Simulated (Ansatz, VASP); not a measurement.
# Ga4As3P in VASP and in Ansatz

INCAR

```
SYSTEM = Ga4As3P
  PREC = Accurate
  ENCUT = 600
  EDIFF = 1E-6
  ISMEAR = 0
  SIGMA = 0.1
  LREAL = .FALSE.
  LASPH = .TRUE.
  NELM = 60
  ALGO = Normal
  ISIF = 3
  LWAVE = .FALSE.
  LCHARG = .FALSE.
  GGA = PE
  IBRION = 2
  NSW = 80
  EDIFFG = -0.025
```

Contents of KPOINTS:

```
Automatic mesh
0
G
  4 4 2
  0 0 0
```

POSCAR

```
Ga4As3P
1.0
    3.9745895884     -0.0323786377      0.0118841197
   -0.0323786377      3.9404046445      0.0358469003
    0.0336259531      0.1014283110     11.0621959263
Ga P As
4 1 3
Direct
    0.4932460841      1.0342268648      0.6110378816
   -0.0420019281      0.5034953534      0.8721674598
    0.5339979012      1.0132368862      0.1403412637
    1.0040614677      0.4940360242      0.3922742235
   -0.0108075106     -0.0226211392      0.4936440954
   -0.0160461937      0.0042687132     -0.0032773417
    0.5252772166      0.5185744855      0.2452711504
    0.5122729627      0.4547828119      0.7485412673
```

Input for Ansatz:

```yaml
crystal:
  lattice:
    - [3.9745895884, -0.0323786377, 0.0118841197]
    - [-0.0323786377, 3.9404046445, 0.0358469003]
    - [0.0336259531, 0.101428311, 11.0621959263]
  atoms:
    - { symbol: Ga, position: [0.4932460841, 1.0342268648, 0.6110378816] }
    - { symbol: Ga, position: [-0.0420019281, 0.5034953534, 0.8721674598] }
    - { symbol: Ga, position: [0.5339979012, 1.0132368862, 0.1403412637] }
    - { symbol: Ga, position: [1.0040614677, 0.4940360242, 0.3922742235] }
    - { symbol: P, position: [-0.0108075106, -0.0226211392, 0.4936440954] }
    - { symbol: As, position: [-0.0160461937, 0.0042687132, -0.0032773417] }
    - { symbol: As, position: [0.5252772166, 0.5185744855, 0.2452711504] }
    - { symbol: As, position: [0.5122729627, 0.4547828119, 0.7485412673] }
basis:
  ecutwfc: 420
kpoints:
  mp_grid: { grid: [4, 4, 2] }
hamiltonian:
  xc: pbe
scf:
  occupations: { method: gaussian, width: 0.1 }
  lower_state_search: "off"
output:
  forces: true
  stress: true
  eigenvalues: true
relax:
  adjacent_minimum: "off"
  f_tol: 0.025
  max_steps: 60
  cell: { stress_tol: 0.25 }
```

Change from the starting cell: cell x1, atoms moved at random (sigma 0.1 Å) and cell strained at random (1.5 %), then relaxed without symmetry.

Alike in both runs: task relaxation of cell and atoms; functional PBE; k mesh 4 × 4 × 2; occupations gaussian, width 0.1 eV; no spin polarisation.

|  | VASP | Ansatz |
| --- | --- | --- |
| version | VASP 6.6.1 | Ansatz 0.2.0 |
| potentials or method | VASP PAW PBE potentials, release 64 (Ga_d, P, As), cutoff 600 eV | scalar-relativistic, plane waves, PAW |
| valence electrons in the cell | 72 | 102 |

|  | VASP | Ansatz | Ansatz less VASP |
| --- | --- | --- | --- |
| gap on the k mesh at the Fermi level, each at its own relaxed structure (eV) | 0.44 | 0.44 | +0.006 |
| relaxed volume (Å³/atom) | 22.99 | 22.97 | -0.026 |
| relaxed cell length with the largest relative difference (Å) | 11.256 | 11.248 | -0.0077 |

VASP's potentials hold 72 valence electrons a cell and Ansatz's 102, so a difference there can come from the potentials and not from the codes.
